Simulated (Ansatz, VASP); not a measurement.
## Two plane-wave programs on TiSi2

```xyz
48
Lattice="4.8081 8.2722 0.0000 4.8081 -8.2722 0.0000 -4.8081 0.0000 -8.5560" Properties=species:S:1:pos:R:3 pbc="T T T"
Ti    2.4041    0.0000    0.0000
Ti    1.2020    2.0680   -2.1390
Ti    0.0000    0.0000   -4.2780
Ti   -1.2020    2.0680   -6.4170
Ti    4.8081   -4.1361    0.0000
Ti    3.6061   -2.0680   -2.1390
Ti    2.4041   -4.1361   -4.2780
Ti    1.2020   -2.0680   -6.4170
Ti    4.8081    4.1361    0.0000
Ti    3.6061    6.2041   -2.1390
Ti    2.4041    4.1361   -4.2780
Ti    1.2020    6.2041   -6.4170
Ti    7.2122    0.0000    0.0000
Ti    6.0102    2.0680   -2.1390
Ti    4.8081    0.0000   -4.2780
Ti    3.6061    2.0680   -6.4170
Si    2.4041    2.7856    0.0000
Si    2.4041   -2.7856    0.0000
Si    1.2020   -3.4185   -2.1390
Si    1.2020   -0.7176   -2.1390
Si    0.0000    2.7856   -4.2780
Si    0.0000   -2.7856   -4.2780
Si   -1.2020   -3.4185   -6.4170
Si   -1.2020   -0.7176   -6.4170
Si    4.8081   -1.3504    0.0000
Si    4.8081   -6.9217    0.0000
Si    3.6061   -7.5546   -2.1390
Si    3.6061   -4.8537   -2.1390
Si    2.4041   -1.3504   -4.2780
Si    2.4041   -6.9217   -4.2780
Si    1.2020   -7.5546   -6.4170
Si    1.2020   -4.8537   -6.4170
Si    4.8081    6.9217    0.0000
Si    4.8081    1.3504    0.0000
Si    3.6061    0.7176   -2.1390
Si    3.6061    3.4185   -2.1390
Si    2.4041    6.9217   -4.2780
Si    2.4041    1.3504   -4.2780
Si    1.2020    0.7176   -6.4170
Si    1.2020    3.4185   -6.4170
Si    7.2122    2.7856    0.0000
Si    7.2122   -2.7856    0.0000
Si    6.0102   -3.4185   -2.1390
Si    6.0102   -0.7176   -2.1390
Si    4.8081    2.7856   -4.2780
Si    4.8081   -2.7856   -4.2780
Si    3.6061   -3.4185   -6.4170
Si    3.6061   -0.7176   -6.4170
```

Alike in both runs: task single point; functional PBEsol; k mesh 2 × 2 × 2; occupations methfessel-paxton of order 1, width 0.1 eV; no spin polarisation.

```csv
,VASP,Ansatz
version,VASP 6.6.1,Ansatz 0.2.0
potentials or method,"VASP PAW PBE potentials, release 64 (Ti_sv, Si), cutoff 500 eV",plane-wave PAW DFT
valence electrons in the cell,320,320
```

VASP gave:

| Property | Result |
| --- | --- |
| pressure (GPa) | -4.0 |
| rms of the force components (eV/Å) | 0.036 |

Q: Estimate Ansatz's values.

A: Pressure (GPa): -4.1; rms of the force components (eV/Å): 0.037.

VASP's potentials were made for PBE, not for PBEsol, and Ansatz warns of the same on its side.

The k mesh is coarse, so the values compare programs but aren't converged.
